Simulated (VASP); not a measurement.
# W5C (I4/m) in VASP: a series of runs

Runs on W5C. Level: PBE. Tasks: single point, relaxation of cell and atoms.

Everything below comes from runs of VASP 6.6.1. Logs are shortened: lines on timing, memory, paths and dates and some standing lists are left out, and cuts for length are marked.

## Step 1: The cell of the first run

Symmetry: I4/m, No. 87, tetragonal system. Conventional cell: a = 6.412 Å, b = 6.412 Å, c = 4.237 Å, α = 90.00°, β = 90.00°, γ = 90.00°. W (site symmetry 4/m) has 2 C at 2.12 Å and 4 W at 2.77 Å within 2.8 Å. Within 2.8 Å of W (site symmetry m) lie 1 C at 2.10 Å and 1 W at 2.77 Å. Within 2.8 Å of C (site symmetry 4/m) lie 6 W at 2.10 to 2.12 Å.

## Step 2: Single point, PBE

INCAR reads:

```
  PREC = Accurate
  ENCUT = 520
  EDIFF = 1E-7
  ISMEAR = 0
  SIGMA = 0.1
  LREAL = False
  LASPH = True
  NELM = 60
  ALGO = Normal
  ISIF = 2
  LWAVE = False
  LCHARG = False
  GGA = PE
  NBANDS = 46
```

KPOINTS reads:

```
regular mesh
0
Gamma
  10 10 10
```

POSCAR reads:

```
W5C
1.0
   -3.2059667598      3.2059667598      2.1184169293
    3.2059667598     -3.2059667598      2.1184169293
    3.2059667598      3.2059667598     -2.1184169293
W C
5 1
Direct
    0.0000000000      0.0000000000      0.0000000000
    0.8078823260      0.6122561025      0.4201384285
    0.6122561025      0.1921176740      0.8043737766
    0.1921176740      0.3877438975      0.5798615715
    0.3877438975      0.8078823260      0.1956262234
    0.5000000000      0.5000000000      0.0000000000
```

Potentials or basis: VASP PAW PBE potentials, release 64 (W_sv, C).

Run with:

```console
> cat potpaw_PBE.64/W_sv/POTCAR potpaw_PBE.64/C/POTCAR > POTCAR
> mpirun -np 1 vasp_std > vasp.out
```

OUTCAR:

```text
PREC = Accurate
   ENCUT = 520
   EDIFF = 1E-7
   ISMEAR = 0
   LREAL = False
   LASPH = True
   NELM = 60
   ISIF = 2
   GGA = PE

 ion  position               nearest neighbor table
   1  0.000  0.000  0.000-   6 2.12   6 2.12   3 2.77   5 2.77   2 2.77   4 2.77   5 2.98   3 2.98
                             4 2.98   2 2.98   2 2.98   4 2.98   3 2.98   5 2.98
   2  0.808  0.612  0.420-   6 2.10   1 2.77   4 2.85   4 2.86   4 2.86   5 2.93   3 2.93   5 2.93
                             3 2.93   3 2.97   5 2.97   1 2.98   1 2.98
   3  0.612  0.192  0.804-   6 2.10   1 2.77   5 2.85   5 2.86   5 2.86   4 2.93   2 2.93   4 2.93
                             2 2.93   2 2.97   4 2.97   1 2.98   1 2.98
   4  0.192  0.388  0.580-   6 2.10   1 2.77   2 2.85   2 2.86   2 2.86   3 2.93   5 2.93   3 2.93
                             5 2.93   5 2.97   3 2.97   1 2.98   1 2.98
   5  0.388  0.808  0.196-   6 2.10   1 2.77   3 2.85   3 2.86   3 2.86   2 2.93   4 2.93   2 2.93
                             4 2.93   4 2.97   2 2.97   1 2.98   1 2.98
   6  0.500  0.500  0.000-   3 2.10   5 2.10   4 2.10   2 2.10   1 2.12   1 2.12

  LATTYP: Found a body centered tetragonal cell.
 ALAT       =     6.4119335196
 C/A-ratio  =     0.6607732045

  Lattice vectors:

 A1 = (  -3.2059667598,   3.2059667598,   2.1184169293)
 A2 = (   3.2059667598,  -3.2059667598,   2.1184169293)
 A3 = (   3.2059667598,   3.2059667598,  -2.1184169293)

Analysis of symmetry for initial positions (statically):
=====================================================================
 Subroutine PRICEL returns:
 Original cell was already a primitive cell.

 Routine SETGRP: Setting up the symmetry group for a
 body centered tetragonal supercell.

 Subroutine GETGRP returns: Found  8 space group operations
 (whereof  8 operations were pure point group operations)
 out of a pool of 16 trial point group operations.

The static configuration has the point symmetry C_4h.

Analysis of symmetry for dynamics (positions and initial velocities):
=====================================================================
 Subroutine PRICEL returns:
 Original cell was already a primitive cell.

 Routine SETGRP: Setting up the symmetry group for a
 body centered tetragonal supercell.

 Subroutine GETGRP returns: Found  8 space group operations
 (whereof  8 operations were pure point group operations)
 out of a pool of 16 trial point group operations.

The dynamic configuration has the point symmetry C_4h.

 Subroutine INISYM returns: Found  8 space group operations
 (whereof  8 operations are pure point group operations),
[... 103 lines left out ...]
   NELM   =     60;   NELMIN=  2; NELMDL= -5     # of ELM steps
   EDIFF  = 0.1E-06   stopping-criterion for ELM
   LREAL  =      F    real-space projection
   EDIFFG = 0.1E-05   stopping-criterion for IOM
   NSW    =      0    number of steps for IOM
   IBRION =     -1    ionic relax: 0-MD 1-quasi-New 2-CG
   NFREE  =      0    steps in history (QN), initial steepest desc. (CG)
   ISIF   =      2    stress and relaxation
   ISYM   =      2    0-nonsym 1-usesym 2-fastsym
   POTIM  = 0.5000    time-step for ionic-motion
   TEBEG  =    0.0;   TEEND  =   0.0 temperature during run
   PSTRESS=    0.0 pullay stress
   NELECT =      74.0000    total number of electrons
   NUPDOWN=      -1.0000    fix difference up-down
   EMIN   =  10.00;   EMAX   =-10.00  energy-range for DOS
   EFERMI =   0.00;   METHOD = LEGACY
   ISMEAR =     0;   SIGMA  =   0.10  broadening in eV -4-tet -1-fermi 0-gaus
   EFERMI_NEDOS =   21; number of points for ismear=-14 and -15
   IALGO  =     38    algorithm
   IMIX   =      4    mixing-type and parameters
     AMIX     =   0.40;   BMIX     =  1.00
     AMIX_MAG =   1.60;   BMIX_MAG =  1.00
  volume/ion in A,a.u.               =      14.52        97.96
  Fermi-wavevector in a.u.,A,eV,Ry     =   1.550561  2.930136 32.711672  2.404240
  Thomas-Fermi vector in A             =   2.655207
   LORBIT       =      0    0 simple, 1 ext, 2 COOP (PROOUT), +10 PAW based schemes
   GGA     = PE    functional components
   LHFCALC =     F    Hartree Fock is set to
   AEXX    =    0.0000 exact exchange contribution
   IVDW    =     0    specifies the selected vdW correction
   LEPSILON=     F    determine dielectric tensor
   LRPA    =     F    only Hartree local field effects (RPA)
 non-spin polarized calculation
 Gauss-broadening in eV      SIGMA  =   0.10
  energy-cutoff  :      520.00
  volume of cell :       87.09
 maximum number of plane-waves:      2364
 NGX is ok and might be reduce to    40
   NGX = 19   NGY = 19   NGZ = 19

 number of electron      74.0000002 magnetization

 Free energy of the ion-electron system (eV)
  ---------------------------------------------------
  ext. energy  EPLUGINS =         0.00000000
  ---------------------------------------------------
  free energy    TOTEN  =       -72.80795171 eV

  energy without entropy =      -72.78344032  energy(sigma->0) =      -72.79569602

 E-fermi :  10.7594     XC(G=0): -13.4654

 val. band max:       10.7592245405   @ k =  -0.4000   0.1000   0.0000
 cond. band min:      10.7608365778   @ k =   0.3000   0.3000   0.2000
 fundamental gap:      0.0016120373
 Fermi energy:        10.7593989348

 k-point     1 :       0.0000    0.0000    0.0000
  band No.  band energies     occupation
      1     -63.2006      2.00000
      2     -63.1055      2.00000
      3     -63.0899      2.00000
      4     -63.0899      2.00000
      5     -63.0868      2.00000
      6     -27.7511      2.00000
[... 1165 lines left out ...]
     45      14.3105      0.00000
     46      14.5360      0.00000

 [... further k-points ...]
[... 5 lines left out ...]
  --------------------------------------------------------------------------------------
  -------------------------------------------------------------------------------------
  Total        0.3811571      0.3811571      0.3477461     -0.0000000      0.0000000      0.0000000
  in kB        7.0117294      7.0117294      6.3971043     -0.0000009      0.0000000      0.0000000
  external PRESSURE =       6.8068543 kB  Pullay stress =       0.0000000 kB

 VOLUME and BASIS-vectors are now :
 -----------------------------------------------------------------------------
  energy-cutoff  :      520.00
  volume of cell :       87.09
      direct lattice vectors                 reciprocal lattice vectors
    -3.205966760  3.205966760  2.118416929     0.000000000  0.155959197  0.236025304
     3.205966760 -3.205966760  2.118416929     0.155959197  0.000000000  0.236025304
     3.205966760  3.205966760 -2.118416929     0.155959197  0.155959197  0.000000000

 POSITION                                       TOTAL-FORCE (eV/Angst)
 -----------------------------------------------------------------------------------
      0.00000      0.00000      0.00000         0.000000     -0.000000     -0.000000
      0.71978      1.97412      2.11842         0.009300      0.025458      0.000000
      1.23185      3.92575     -0.00000        -0.025458      0.009300     -0.000000
      2.48619      1.23185      0.00000        -0.009300     -0.025458     -0.000000
      1.97412     -0.71978      2.11842         0.025458     -0.009300     -0.000000
      0.00000      0.00000      2.11842         0.000000     -0.000000     -0.000000
 -----------------------------------------------------------------------------------
    total drift:                                0.000000      0.000000     -0.000000

  FREE ENERGIE OF THE ION-ELECTRON SYSTEM (eV)
  ---------------------------------------------------
  free  energy   TOTEN  =       -72.8079517139 eV

  energy  without entropy=      -72.7834403180  energy(sigma->0) =      -72.79569602
```

OSZICAR:

```text
N       E                     dE             d eps       ncg     rms          rms(c)
DAV:   1     0.962531339225E+03    0.96253E+03   -0.41684E+04 13272   0.188E+03
DAV:   2    -0.141593950327E+02   -0.97669E+03   -0.95430E+03 13520   0.599E+02
DAV:   3    -0.765639407418E+02   -0.62405E+02   -0.59587E+02 15520   0.139E+02
DAV:   4    -0.788598352479E+02   -0.22959E+01   -0.22517E+01 15994   0.239E+01
DAV:   5    -0.789068343778E+02   -0.46999E-01   -0.46877E-01 15732   0.350E+00    0.504E+01
DAV:   6    -0.733459175765E+02    0.55609E+01   -0.24573E+01 17238   0.229E+01    0.185E+01
DAV:   7    -0.729121035287E+02    0.43381E+00   -0.27040E+00 15616   0.109E+01    0.510E+00
DAV:   8    -0.728462015247E+02    0.65902E-01   -0.83742E-01 16466   0.704E+00    0.167E+00
DAV:   9    -0.728114952993E+02    0.34706E-01   -0.13770E-01 16862   0.302E+00    0.678E-01
DAV:  10    -0.728086436953E+02    0.28516E-02   -0.24479E-02 17282   0.949E-01    0.226E-01
DAV:  11    -0.728079143954E+02    0.72930E-03   -0.41025E-03 17128   0.383E-01    0.699E-02
DAV:  12    -0.728079616289E+02   -0.47234E-04   -0.36742E-04 15282   0.104E-01    0.372E-02
DAV:  13    -0.728079522560E+02    0.93728E-05   -0.22618E-05 16764   0.291E-02    0.107E-02
DAV:  14    -0.728079520364E+02    0.21958E-06   -0.25407E-06 16062   0.907E-03    0.155E-03
DAV:  15    -0.728079518510E+02    0.18540E-06   -0.22535E-07 11566   0.364E-03    0.734E-04
DAV:  16    -0.728079516876E+02    0.16344E-06   -0.64855E-08  9010   0.157E-03    0.560E-04
DAV:  17    -0.728079517139E+02   -0.26303E-07   -0.13181E-08  8634   0.843E-04
   1 F= -.72807952E+02 E0= -.72795696E+02  d E =-.245114E-01
```

It took 10 min on 1 thread of Intel Xeon Platinum 8259CL at 2.50GHz (Skylake/Cascade Lake), shared host; peak memory 0.53 GiB.

Results:

| Item | Value |
| --- | --- |
| Free energy | -72.8080 eV |
| Pressure | 0.7 GPa |
| Largest force | 0.027 eV/Å |
| Band gap on the k mesh | zero (band 37 reaches 11.93 eV, above the bottom of band 38 at 10.32 eV) |

Forces on the atoms (eV/Å):
```
W    0.000  0.000  0.000
W    0.009  0.025  0.000
W   -0.025  0.009  0.000
W   -0.009 -0.025  0.000
W    0.025 -0.009  0.000
C    0.000  0.000  0.000
```

Levels at points of the mesh, in eV from the Fermi level:
```csv
k point,band 34,band 35,band 36,band 37,band 38,band 39,band 40,band 41
"(0.00, 0.00, 0.00)",-1.36,-0.72,-0.72,-0.01,-0.01,1.12,1.22,1.24
"(0.50, 0.00, 0.00)",-1.84,-1.46,-0.74,-0.57,0.22,0.43,0.90,1.36
"(0.50, 0.50, 0.00)",-1.56,-1.15,0.16,0.18,0.65,0.81,1.55,2.53
"(0.50, 0.50, 0.50)",-1.56,-1.40,1.17,1.17,1.25,1.40,1.65,2.03
```

Caveat: spin-orbit coupling is left out, which moves the levels of the heavy elements.

## Step 3: Single point, PBE

INCAR reads:

```
SYSTEM = W5C
PREC = Accurate
ENCUT = 520
EDIFF = 1E-6
ISMEAR = 0
SIGMA = 0.2
LREAL = .False.
LASPH = .True.
NELM = 80
ALGO = Normal
ISIF = 2
LWAVE = .False.
LCHARG = .False.
GGA = PE
NBANDS = 46
```

KPOINTS reads:

```
regular mesh
0
Gamma
  5 5 5
  0 0 0
```

POSCAR reads:

```
W5C
1.0
   -3.2053064734      3.2053064734      2.1205258072
    3.2053064734     -3.2053064734      2.1205258072
    3.2053064734      3.2053064734     -2.1205258072
W C
5 1
Direct
    0.0000000000      0.0000000000      0.0000000000
    0.1922679626      0.6115448768      0.8038128394
    0.3884551232      0.1922679626      0.5807230858
    0.8077320374      0.3884551232      0.1961871606
    0.6115448768      0.8077320374      0.4192769142
    0.5000000000      0.5000000000      0.0000000000
```

Potentials or basis: VASP PAW PBE potentials, release 64 (W_sv, C).

Run with:

```console
> cat potpaw_PBE.64/W_sv/POTCAR potpaw_PBE.64/C/POTCAR > POTCAR
> mpirun -np 1 vasp_std > vasp.out
```

OUTCAR:

```text
SYSTEM = W5C
   PREC = Accurate
   ENCUT = 520
   EDIFF = 1E-6
   ISMEAR = 0
   LREAL = .False.
   LASPH = .True.
   NELM = 80
   ISIF = 2
   GGA = PE

 ion  position               nearest neighbor table
   1  0.000  0.000  0.000-   6 2.12   6 2.12   2 2.78   4 2.78   5 2.78   3 2.78   4 2.98   2 2.98
                             5 2.98   5 2.98   3 2.98   3 2.98   4 2.98   2 2.98
   2  0.192  0.612  0.804-   6 2.10   1 2.78   4 2.85   4 2.86   4 2.86   3 2.93   5 2.93   3 2.93
                             5 2.93   5 2.97   3 2.97   1 2.98   1 2.98
   3  0.388  0.192  0.581-   6 2.10   1 2.78   5 2.85   5 2.86   5 2.86   2 2.93   4 2.93   2 2.93
                             4 2.93   4 2.97   2 2.97   1 2.98   1 2.98
   4  0.808  0.388  0.196-   6 2.10   1 2.78   2 2.85   2 2.86   2 2.86   5 2.93   3 2.93   5 2.93
                             3 2.93   3 2.97   5 2.97   1 2.98   1 2.98
   5  0.612  0.808  0.419-   6 2.10   1 2.78   3 2.85   3 2.86   3 2.86   4 2.93   2 2.93   4 2.93
                             2 2.93   2 2.97   4 2.97   1 2.98   1 2.98
   6  0.500  0.500  0.000-   2 2.10   4 2.10   3 2.10   5 2.10   1 2.12   1 2.12

  LATTYP: Found a body centered tetragonal cell.
 ALAT       =     6.4106129468
 C/A-ratio  =     0.6615672557

  Lattice vectors:

 A1 = (  -3.2053064734,   3.2053064734,   2.1205258072)
 A2 = (   3.2053064734,  -3.2053064734,   2.1205258072)
 A3 = (   3.2053064734,   3.2053064734,  -2.1205258072)

Analysis of symmetry for initial positions (statically):
=====================================================================
 Subroutine PRICEL returns:
 Original cell was already a primitive cell.

 Routine SETGRP: Setting up the symmetry group for a
 body centered tetragonal supercell.

 Subroutine GETGRP returns: Found  8 space group operations
 (whereof  8 operations were pure point group operations)
 out of a pool of 16 trial point group operations.

The static configuration has the point symmetry C_4h.

Analysis of symmetry for dynamics (positions and initial velocities):
=====================================================================
 Subroutine PRICEL returns:
 Original cell was already a primitive cell.

[... 137 lines left out ...]
   LHFCALC =     F    Hartree Fock is set to
   AEXX    =    0.0000 exact exchange contribution
   IVDW    =     0    specifies the selected vdW correction
   LEPSILON=     F    determine dielectric tensor
   LRPA    =     F    only Hartree local field effects (RPA)
 non-spin polarized calculation
 Gauss-broadening in eV      SIGMA  =   0.20
  energy-cutoff  :      520.00
  volume of cell :       87.15
 maximum number of plane-waves:      2357
 NGX is ok and might be reduce to    40
   NGX = 19   NGY = 19   NGZ = 19

 number of electron      74.0000002 magnetization

 Free energy of the ion-electron system (eV)
  ---------------------------------------------------
  ext. energy  EPLUGINS =         0.00000000
  ---------------------------------------------------
  free energy    TOTEN  =       -72.83948851 eV

  energy without entropy =      -72.74715440  energy(sigma->0) =      -72.79332146

 E-fermi :  10.7538     XC(G=0): -13.4618

 val. band max:       10.7414540615   @ k =  -0.4000   0.4000   0.0000
 cond. band min:      10.7722143820   @ k =   0.2000   0.2000   0.2000
 fundamental gap:      0.0307603205
 Fermi energy:        10.7538255380

 k-point     1 :       0.0000    0.0000    0.0000
  band No.  band energies     occupation
      1     -63.2103      2.00000
      2     -63.1163      2.00000
      3     -63.1017      2.00000
      4     -63.1017      2.00000
      5     -63.0932      2.00000
      6     -27.7558      2.00000
[... 1018 lines left out ...]
     45      14.4108      0.00000
     46      14.5546      0.00000

------------------------ aborting loop because EDIFF is reached ----------------------------------------

  FORCE on cell =-STRESS in cart. coord.  units (eV):
  Direction    XX          YY          ZZ          XY          YZ          ZX
  --------------------------------------------------------------------------------------
  -------------------------------------------------------------------------------------
  Total        0.3374888      0.3374888      0.3436362      0.0000000      0.0000000      0.0000000
  in kB        6.2047934      6.2047934      6.3178132      0.0000008      0.0000000      0.0000000
  external PRESSURE =       6.2424666 kB  Pullay stress =       0.0000000 kB

 VOLUME and BASIS-vectors are now :
 -----------------------------------------------------------------------------
  energy-cutoff  :      520.00
  volume of cell :       87.15
      direct lattice vectors                 reciprocal lattice vectors
    -3.205306473  3.205306473  2.120525807     0.000000000  0.155991324  0.235790575
     3.205306473 -3.205306473  2.120525807     0.155991324  0.000000000  0.235790575
     3.205306473  3.205306473 -2.120525807     0.155991324  0.155991324  0.000000000

 POSITION                                       TOTAL-FORCE (eV/Angst)
 -----------------------------------------------------------------------------------
      0.00000      0.00000      0.00000         0.000000      0.000000     -0.000000
      3.92038      1.23256     -0.00000         0.009190     -0.036643     -0.000000
      1.23256      2.49024      0.00000        -0.036643     -0.009190      0.000000
     -0.71507      1.97275      2.12053        -0.009190      0.036643      0.000000
      1.97275      0.71507      2.12053         0.036643      0.009190     -0.000000
      0.00000      0.00000      2.12053         0.000000      0.000000     -0.000000
 -----------------------------------------------------------------------------------
    total drift:                               -0.000000     -0.000000     -0.000000

  FREE ENERGIE OF THE ION-ELECTRON SYSTEM (eV)
  ---------------------------------------------------
  free  energy   TOTEN  =       -72.8394885101 eV

  energy  without entropy=      -72.7471544014  energy(sigma->0) =      -72.79332146
```

Run time: 53 s. Hardware: 1 thread of Intel Xeon 6975P-C (Granite Rapids), shared host; peak memory 0.26 GiB.

Results:

```yaml
Free_energy: -72.8395 eV
Pressure: 0.6 GPa
Largest_force: 0.038 eV/Å
Band_gap_on_the_k_mesh: zero (band 37 reaches 11.46 eV, above the bottom of band 38 at 10.44 eV)
```

Forces in eV/Å, atoms in the order of the input:
```
W    0.000  0.000  0.000
W    0.009 -0.037  0.000
W   -0.037 -0.009  0.000
W   -0.009  0.037  0.000
W    0.037  0.009  0.000
C    0.000  0.000  0.000
```

Levels at points of the mesh, in eV from the Fermi level:
```csv
k point,band 35,band 36,band 37,band 38,band 39,band 40
"(0.00, 0.00, 0.00)",-0.72,-0.72,-0.01,-0.01,1.11,1.24
```

Caveat: spin-orbit coupling is left out, which moves the levels of the heavy elements.

(Part 1 of 2 ends here.)
